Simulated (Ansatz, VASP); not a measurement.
LaScO3: VASP beside Ansatz

Contents of INCAR:

```
SYSTEM = LaScO3
ALGO = Normal ; EDIFF = 1E-8
ENCUT = 520 ; GGA = PE
GGA_COMPAT = .False. ; ISIF = 2
ISMEAR = -1 ; LASPH = .True.
LCHARG = .False. ; LEFG = .True.
LMAXMIX = 6 ; LREAL = .False.
LWAVE = .False. ; NBANDS = 96
NELM = 200 ; PREC = Accurate
SIGMA = 0.02
```

File KPOINTS:

```
k-points
0
Gamma
  4 3 4
  0 0 0
```

POSCAR

```
LaScO3
1.0
    5.8035307700      0.0000000000      0.0000000000
    0.0000000000      8.1022583100      0.0000000000
    0.0000000000      0.0000000000      5.6850609100
La Sc O
4 4 12
Direct
    0.9553849100      0.2500000000      0.0114613500
    0.5446150900      0.7500000000      0.5114613500
    0.4553849100      0.2500000000      0.4885386500
    0.0446150900      0.7500000000      0.9885386500
    0.5000000000      0.0000000000      0.0000000000
    0.0000000000      0.0000000000      0.5000000000
    0.0000000000      0.5000000000      0.5000000000
    0.5000000000      0.5000000000      0.0000000000
    0.5337734100      0.2500000000      0.8994801500
    0.9662265900      0.7500000000      0.3994801500
    0.0337734100      0.2500000000      0.6005198500
    0.4662265900      0.7500000000      0.1005198500
    0.2962783300      0.9464756800      0.7036204100
    0.2037216700      0.0535243200      0.2036204100
    0.7962783300      0.5535243200      0.7963795900
    0.7037216700      0.4464756800      0.2963795900
    0.7037216700      0.0535243200      0.2963795900
    0.7962783300      0.9464756800      0.7963795900
    0.2037216700      0.4464756800      0.2036204100
    0.2962783300      0.5535243200      0.7036204100
```

Input for Ansatz:

```yaml
crystal:
  lattice:
    - [5.80353077, 0.0, 0.0]
    - [0.0, 8.10225831, 0.0]
    - [0.0, 0.0, 5.68506091]
  atoms:
    - { symbol: La, position: [0.95538491, 0.25, 0.01146135] }
    - { symbol: La, position: [0.54461509, 0.75, 0.51146135] }
    - { symbol: La, position: [0.45538491, 0.25, 0.48853865] }
    - { symbol: La, position: [0.04461509, 0.75, 0.98853865] }
    - { symbol: Sc, position: [0.5, 0.0, 0.0] }
    - { symbol: Sc, position: [0.0, 0.0, 0.5] }
    - { symbol: Sc, position: [0.0, 0.5, 0.5] }
    - { symbol: Sc, position: [0.5, 0.5, 0.0] }
    - { symbol: O, position: [0.53377341, 0.25, 0.89948015] }
    - { symbol: O, position: [0.96622659, 0.75, 0.39948015] }
    - { symbol: O, position: [0.03377341, 0.25, 0.60051985] }
    - { symbol: O, position: [0.46622659, 0.75, 0.10051985] }
    - { symbol: O, position: [0.29627833, 0.94647568, 0.70362041] }
    - { symbol: O, position: [0.20372167, 0.05352432, 0.20362041] }
    - { symbol: O, position: [0.79627833, 0.55352432, 0.79637959] }
    - { symbol: O, position: [0.70372167, 0.44647568, 0.29637959] }
    - { symbol: O, position: [0.70372167, 0.05352432, 0.29637959] }
    - { symbol: O, position: [0.79627833, 0.94647568, 0.79637959] }
    - { symbol: O, position: [0.20372167, 0.44647568, 0.20362041] }
    - { symbol: O, position: [0.29627833, 0.55352432, 0.70362041] }
kpoints:
  mp_grid: { grid: [4, 3, 4] }
scf:
  occupations: { method: fermi_dirac, width: 0.02 }
hamiltonian:
  xc: pbe
  pseudopotentials: { kind: paw }
output:
  forces: true
  stress: true
  populations: true
  efg:
    quadrupole_moments_barn: { La: 0.206, Sc: -0.22, O: -0.02558 }
    contact_densities: true
  write_density: true
  write_potential: true
  elf: true
  volumetric_format: npy
basis:
  ecutwfc: "600 eV"
```

Alike in both runs: task electric field gradients; functional PBE; k mesh 4 × 3 × 4; occupations fermi-dirac, width 0.02 eV; no spin polarisation.

```csv
,VASP,Ansatz
version,VASP 6.6.1,Ansatz 0.2.0
potentials or method,"VASP PAW PBE potentials, release 64 (La, Sc_sv, O), cutoff 520 eV","plane-wave PAW, scalar-relativistic"
valence electrons in the cell,160,160
```

VASP gave:

* gap on the k mesh at the Fermi level (eV): 3.93
* pressure (GPa): 2.4
* traceless stress, the component that is largest in VASP (GPa): -0.18
* rms of the force components (eV/Å): 0.020
* size of Vzz on the site where it differs most (V/Å²): 20.3

Problem. Estimate Ansatz's values.

Solution. gap on the k mesh at the Fermi level (eV): 3.94; pressure (GPa): 2.0; traceless stress, the component that is largest in VASP (GPa): -0.19; rms of the force components (eV/Å): 0.007; size of Vzz on the site where it differs most (V/Å²): 19.1.

Atom by atom the forces differ by 0.019 eV/Å (rms over components). With one functional, cell and mesh, what is left measures potentials, basis and numerics.

Neither program's run includes spin-orbit coupling.
